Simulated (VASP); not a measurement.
# BN (P1) in VASP: single point with r2SCAN

Aim: the single point of BN with r2SCAN.

Program: VASP 6.6.1. These are calculated values, not measurements. Logs are shortened: lines on timing, memory, paths and dates and some standing lists are left out, and cuts for length are marked.

## Step 1: The cell of the first run

The typed cell holds 4 atoms: a = 2.501 Å, b = 2.501 Å, c = 6.874 Å, α = 90.00°, β = 90.00°, γ = 120.00°.

## Step 2: Single point, r2SCAN (atoms moved at random)

Contents of POSCAR:

```
BN
1.0
    2.5009753125      0.0000000000      0.0000000000
   -1.2504876563      2.1659081548      0.0000000000
    0.0000000000      0.0000000000      6.8741616654
B N
2 2
Direct
    0.3072416340      0.7115631651      0.2683532750
    0.6171955064      0.2644931932      0.7277592029
    0.3440761428      0.6712461460      0.7429314584
    0.7314867168      0.3526974957      0.2609560638
```

Contents of INCAR.step1:

```
  ALGO = Normal
  EDIFF = 1E-4
  ENCUT = 520
  GGA = PE
  ISMEAR = 0
  LASPH = True
  LCHARG = False
  LREAL = False
  LWAVE = True
  NBANDS = 16
  NELM = 100
  PREC = Accurate
  SIGMA = 0.05
```

Contents of INCAR.step2:

```
  ALGO = Normal
  EDIFF = 1E-7
  ENCUT = 520
  ISIF = 2
  ISMEAR = 0
  ISTART = 1
  LASPH = True
  LCHARG = True
  LELF = True
  LMIXTAU = True
  LREAL = False
  LVHAR = True
  LWAVE = False
  METAGGA = R2SCAN
  NBANDS = 16
  NELM = 100
  PREC = Accurate
  SIGMA = 0.05
```

Contents of KPOINTS:

```
k-points
0
Gamma
  12 12 4
```

Potentials or basis: VASP PAW PBE potentials, release 64 (B, N).

Command:

```console
> cat potpaw_PBE.64/B/POTCAR potpaw_PBE.64/N/POTCAR > POTCAR
> cp INCAR.step1 INCAR
> mpirun -np 1 vasp_std > vasp.out
> cp INCAR.step2 INCAR
> mpirun -np 1 vasp_std > vasp.out
```

OUTCAR:

```text
EDIFF = 1E-7
   ENCUT = 520
   ISIF = 2
   ISMEAR = 0
   ISTART = 1
   LASPH = True
   LREAL = False
   METAGGA = R2SCAN
   NELM = 100
   PREC = Accurate

 ion  position               nearest neighbor table
   1  0.307  0.712  0.268-   4 1.26   4 1.41   4 1.70
   2  0.617  0.264  0.728-   3 1.29   3 1.49   3 1.58
   3  0.344  0.671  0.743-   2 1.29   2 1.49   2 1.58
   4  0.731  0.353  0.261-   1 1.26   1 1.41   1 1.70

  LATTYP: Found a hexagonal cell.
 ALAT       =     2.5009753125
 C/A-ratio  =     2.7485923716

  Lattice vectors:

 A1 = (   2.5009753125,   0.0000000000,   0.0000000000)
 A2 = (  -1.2504876563,   2.1659081548,   0.0000000000)
 A3 = (   0.0000000000,   0.0000000000,   6.8741616654)

Analysis of symmetry for initial positions (statically):
=====================================================================
 Subroutine PRICEL returns:
 Original cell was already a primitive cell.

 Routine SETGRP: Setting up the symmetry group for a
 hexagonal supercell.

 Subroutine GETGRP returns: Found  1 space group operations
 (whereof  1 operations were pure point group operations)
 out of a pool of 24 trial point group operations.

The static configuration has the point symmetry C_1 .

Analysis of symmetry for dynamics (positions and initial velocities):
=====================================================================
 Subroutine PRICEL returns:
 Original cell was already a primitive cell.

 Routine SETGRP: Setting up the symmetry group for a
 hexagonal supercell.

 Subroutine GETGRP returns: Found  1 space group operations
 (whereof  1 operations were pure point group operations)
 out of a pool of 24 trial point group operations.

The dynamic configuration has the point symmetry C_1 .

 Subroutine INISYM returns: Found  1 space group operations
 (whereof  1 operations are pure point group operations),
 and found     1 'primitive' translations

----------------------------------------------------------------------------------------

                                     Primitive cell

  volume of cell :      37.2365

  direct lattice vectors                    reciprocal lattice vectors
     2.500975313  0.000000000  0.000000000     0.399844011  0.230850047  0.000000000
    -1.250487656  2.165908155  0.000000000     0.000000000  0.461700095  0.000000000
     0.000000000  0.000000000  6.874161665     0.000000000  0.000000000  0.145472284

  length of vectors
     2.500975313  2.500975312  6.874161665     0.461700095  0.461700095  0.145472284

  position of ions in fractional coordinates (direct lattice)
     0.307241634  0.711563165  0.268353275
     0.617195506  0.264493193  0.727759203
     0.344076143  0.671246146  0.742931458
     0.731486717  0.352697496  0.260956064

  ion indices of the primitive-cell ions
   primitive index   ion index
                 1           1
                 2           2
                 3           3
                 4           4

----------------------------------------------------------------------------------------

 KPOINTS: k-points

Automatic generation of k-mesh.
 Grid dimensions read from file:
 generate k-points for:   12   12    4

 Generating k-lattice:

  Cartesian coordinates                     Fractional coordinates (reciprocal lattice)
     0.033320334  0.019237504  0.000000000     0.083333333  0.000000000  0.000000000
     0.000000000  0.038475008  0.000000000     0.000000000  0.083333333  0.000000000
     0.000000000  0.000000000  0.036368071     0.000000000  0.000000000  0.250000000

  Length of vectors
     0.038475008  0.038475008  0.036368071

  Shift w.r.t. Gamma in fractional coordinates (k-lattice)
     0.000000000  0.000000000  0.000000000

 Subroutine IBZKPT returns following result:
 ===========================================

 Found    292 irreducible k-points:

 Following reciprocal coordinates:
            Coordinates               Weight
  0.000000  0.000000  0.000000      1.000000
  0.083333  0.000000  0.000000      2.000000
  0.000000  0.083333  0.000000      2.000000
 -0.083333  0.083333  0.000000      2.000000
  0.166667  0.000000  0.000000      2.000000
  0.000000  0.166667  0.000000      2.000000
[... 16 lines left out ...]
  0.166667  0.083333  0.000000      2.000000
 -0.083333  0.250000  0.000000      2.000000
 [... further k-points ...]
   k-points           NKPTS =    292   k-points in BZ     NKDIM =    292   number of bands    NBANDS=     16
   number of dos      NEDOS =    301   number of ions     NIONS =      4
   total plane-waves  NPLWV =  21600
   dimension x,y,z NGX =    20 NGY =   20 NGZ =   54
   dimension x,y,z NGXF=    40 NGYF=   40 NGZF=  108
   ions per type =               2   2
   NGX,Y,Z   is equivalent  to a cutoff of  13.29, 13.29, 13.06 a.u.
   NGXF,Y,Z  is equivalent  to a cutoff of  26.59, 26.59, 26.12 a.u.
 SYSTEM =  unknown system
   PREC   = accura    normal or accurate (medium, high low for compatibility)
   ISTART =      1    job   : 0-new  1-cont  2-samecut
   ICHARG =      0    charge: 1-file 2-atom 10-const
   ISPIN  =      1    spin polarized calculation?
   LNONCOLLINEAR =      F non collinear calculations
   LSORBIT =      F    spin-orbit coupling
   LASPH  =      T    aspherical Exc in radial PAW
   ENCUT  =  520.0 eV  38.22 Ry    6.18 a.u.   4.65  4.65 12.78*2*pi/ulx,y,z
   NELM   =    100;   NELMIN=  2; NELMDL=  0     # of ELM steps
   EDIFF  = 0.1E-06   stopping-criterion for ELM
   LREAL  =      F    real-space projection
   EDIFFG = 0.1E-05   stopping-criterion for IOM
   NSW    =      0    number of steps for IOM
   IBRION =     -1    ionic relax: 0-MD 1-quasi-New 2-CG
   NFREE  =      0    steps in history (QN), initial steepest desc. (CG)
   ISIF   =      2    stress and relaxation
   ISYM   =      2    0-nonsym 1-usesym 2-fastsym
   POTIM  = 0.5000    time-step for ionic-motion
   TEBEG  =    0.0;   TEEND  =   0.0 temperature during run
   PSTRESS=    0.0 pullay stress
   NELECT =      16.0000    total number of electrons
   NUPDOWN=      -1.0000    fix difference up-down
   EMIN   =  10.00;   EMAX   =-10.00  energy-range for DOS
   EFERMI =   0.00;   METHOD = LEGACY
   ISMEAR =     0;   SIGMA  =   0.05  broadening in eV -4-tet -1-fermi 0-gaus
   EFERMI_NEDOS =   21; number of points for ismear=-14 and -15
   IALGO  =     38    algorithm
   IMIX   =      4    mixing-type and parameters
     AMIX     =   0.40;   BMIX     =  1.00
     AMIX_MAG =   1.60;   BMIX_MAG =  1.00
  volume/ion in A,a.u.               =       9.31        62.82
  Fermi-wavevector in a.u.,A,eV,Ry     =   1.235355  2.334482 20.763877  1.526102
  Thomas-Fermi vector in A             =   2.370008
   LORBIT       =      0    0 simple, 1 ext, 2 COOP (PROOUT), +10 PAW based schemes
   METAGGA = R2SCAN    functional components
   LHFCALC =     F    Hartree Fock is set to
   AEXX    =    0.0000 exact exchange contribution
   IVDW    =     0    specifies the selected vdW correction
   LEPSILON=     F    determine dielectric tensor
   LRPA    =     F    only Hartree local field effects (RPA)
 non-spin polarized calculation
 Gauss-broadening in eV      SIGMA  =   0.05
  energy-cutoff  :      520.00
  volume of cell :       37.24
 maximum number of plane-waves:      1034
   NGX =  9   NGY =  9   NGZ = 25

 number of electron      16.0000001 magnetization

 Free energy of the ion-electron system (eV)
  ---------------------------------------------------
  ext. energy  EPLUGINS =         0.00000000
  ---------------------------------------------------
  free energy    TOTEN  =       -36.60431195 eV

  energy without entropy =      -36.60431195  energy(sigma->0) =      -36.60431195

 E-fermi :   3.4643     XC(G=0): -10.4743

 val. band max:        3.2268442414   @ k =   0.0000   0.0000   0.5000
 cond. band min:       5.8687282772   @ k =   0.0000   0.5000   0.0000
 fundamental gap:      2.6418840358
 Fermi energy:         3.4642840792

 k-point     1 :       0.0000    0.0000    0.0000
  band No.  band energies     occupation
      1     -17.1118      2.00000
      2     -16.8639      2.00000
      3      -4.6717      2.00000
      4      -2.7502      2.00000
      5      -2.6885      2.00000
      6      -1.4750      2.00000
[... 8 lines left out ...]
     15      16.4549      0.00000
     16      17.8905      0.00000

 k-point     2 :       0.0833    0.0000    0.0000
  band No.  band energies     occupation
      1     -16.9781      2.00000
      2     -16.7304      2.00000
      3      -4.4784      2.00000
      4      -3.0060      2.00000
      5      -2.5717      2.00000
      6      -1.6988      2.00000
[... 8 lines left out ...]
     15      16.5221      0.00000
     16      18.1767      0.00000

 k-point     3 :       0.0000    0.0833    0.0000
  band No.  band energies     occupation
      1     -16.9801      2.00000
      2     -16.7363      2.00000
      3      -4.4750      2.00000
      4      -2.9868      2.00000
      5      -2.5711      2.00000
      6      -1.8772      2.00000
[... 8 lines left out ...]
     15      16.3473      0.00000
     16      18.1677      0.00000

 k-point     4 :      -0.0833    0.0833    0.0000
  band No.  band energies     occupation
      1     -16.9677      2.00000
      2     -16.7248      2.00000
      3      -4.4874      2.00000
      4      -2.8389      2.00000
      5      -2.5870      2.00000
      6      -1.8008      2.00000
[... 8 lines left out ...]
     15      16.6776      0.00000
     16      18.2942      0.00000
[... 324 lines left out ...]
 k-point    22 :      -0.1667    0.0833    0.0000
  band No.  band energies     occupation
      1     -16.6919      2.00000
      2     -16.4513      2.00000
      3      -4.1176      2.00000
      4      -3.3227      2.00000
      5      -2.2645      2.00000
      6      -2.1810      2.00000
[... 8 lines left out ...]
     15      17.3377      0.00000
     16      18.9511      0.00000

 k-point    23 :       0.1667    0.0833    0.0000
  band No.  band energies     occupation
      1     -16.2485      2.00000
      2     -15.9742      2.00000
      3      -4.5961      2.00000
      4      -3.3335      2.00000
      5      -3.1970      2.00000
      6      -1.5249      2.00000
[... 8 lines left out ...]
     15      17.2508      0.00000
     16      18.2776      0.00000

 k-point    24 :      -0.0833    0.2500    0.0000
  band No.  band energies     occupation
      1     -16.1938      2.00000
      2     -15.9796      2.00000
      3      -4.2699      2.00000
      4      -3.8279      2.00000
      5      -3.3456      2.00000
      6      -1.5474      2.00000
[... 8 lines left out ...]
     15      17.1348      0.00000
     16      18.0685      0.00000

 [... further k-points ...]
[... 5 lines left out ...]
  --------------------------------------------------------------------------------------
  -------------------------------------------------------------------------------------
  Total        3.5728168      8.2622898     -0.1452820      2.9364371     -0.7128053      0.3550372
  in kB      153.7277048    355.5018151     -6.2510520    126.3461779    -30.6698979     15.2761992
  external PRESSURE =     167.6594893 kB  Pullay stress =       0.0000000 kB

 VOLUME and BASIS-vectors are now :
 -----------------------------------------------------------------------------
  energy-cutoff  :      520.00
  volume of cell :       37.24
      direct lattice vectors                 reciprocal lattice vectors
     2.500975313  0.000000000  0.000000000     0.399844011  0.230850047  0.000000000
    -1.250487656  2.165908155  0.000000000     0.000000000  0.461700095  0.000000000
     0.000000000  0.000000000  6.874161665     0.000000000  0.000000000  0.145472284

 POSITION                                       TOTAL-FORCE (eV/Angst)
 -----------------------------------------------------------------------------------
     -0.12140      1.54118      1.84470         9.117776      2.230990     -0.578320
      1.21285      0.57287      5.00273         1.197789      8.164030      1.284684
      0.02114      1.45386      5.10703        -1.189203     -8.151225     -1.206698
      1.38839      0.76391      1.79385        -9.126361     -2.243796      0.500334
 -----------------------------------------------------------------------------------
    total drift:                               -0.000174      0.000065     -0.000327

  FREE ENERGIE OF THE ION-ELECTRON SYSTEM (eV)
  ---------------------------------------------------
  free  energy   TOTEN  =       -36.6043119489 eV

  energy  without entropy=      -36.6043119489  energy(sigma->0) =      -36.60431195
```

Wall time 12 min (1 thread of Intel Xeon 8259CL, shared host); peak memory 0.27 GiB.

Results:

| Item | Value |
| --- | --- |
| Free energy | -36.6043 eV |
| Pressure | 16.8 GPa |
| Largest force | 9.411 eV/Å |
| Band gap on the k mesh | 2.64 eV (least direct gap 3.81 eV) |

Forces on the atoms (eV/Å):
```
B    9.118  2.231 -0.578
B    1.198  8.164  1.285
N   -1.189 -8.151 -1.207
N   -9.126 -2.244  0.500
```

Levels at points of the mesh, in eV from the valence-band top:
| k point | band 5 | band 6 | band 7 | band 8 | band 9 | band 10 | band 11 | band 12 |
| --- | --- | --- | --- | --- | --- | --- | --- | --- |
| (0.00, 0.00, 0.00) | -5.92 | -4.70 | -0.85 | 0.00 | 3.80 | 7.81 | 8.56 | 9.05 |
| (0.50, 0.00, 0.00) | -6.42 | -4.37 | -3.13 | -2.01 | 2.86 | 5.09 | 8.17 | 8.45 |
| (0.00, 0.50, 0.00) | -4.81 | -4.49 | -2.74 | -1.85 | 2.64 | 4.07 | 6.83 | 9.18 |
| (0.50, 0.50, 0.00) | -7.54 | -5.45 | -3.71 | -2.42 | 3.86 | 6.47 | 7.86 | 8.59 |
| (0.00, 0.00, 0.50) | -5.91 | -4.70 | -0.85 | 0.00 | 5.79 | 6.22 | 8.03 | 8.60 |
| (0.50, 0.00, 0.50) | -6.42 | -4.37 | -3.01 | -2.06 | 2.72 | 4.80 | 8.36 | 8.54 |
| (0.00, 0.50, 0.50) | -4.80 | -4.49 | -2.53 | -2.01 | 2.75 | 3.58 | 6.90 | 9.32 |
| (0.50, 0.50, 0.50) | -7.54 | -5.45 | -3.51 | -2.62 | 4.00 | 5.93 | 8.01 | 8.70 |

Caveat: the cell differs from its parent crystal (atoms moved at random); the cell stands under pressure; the PAW data sets were made with another functional, which shifts forces and pressure a little. A k mesh can miss the band edges.
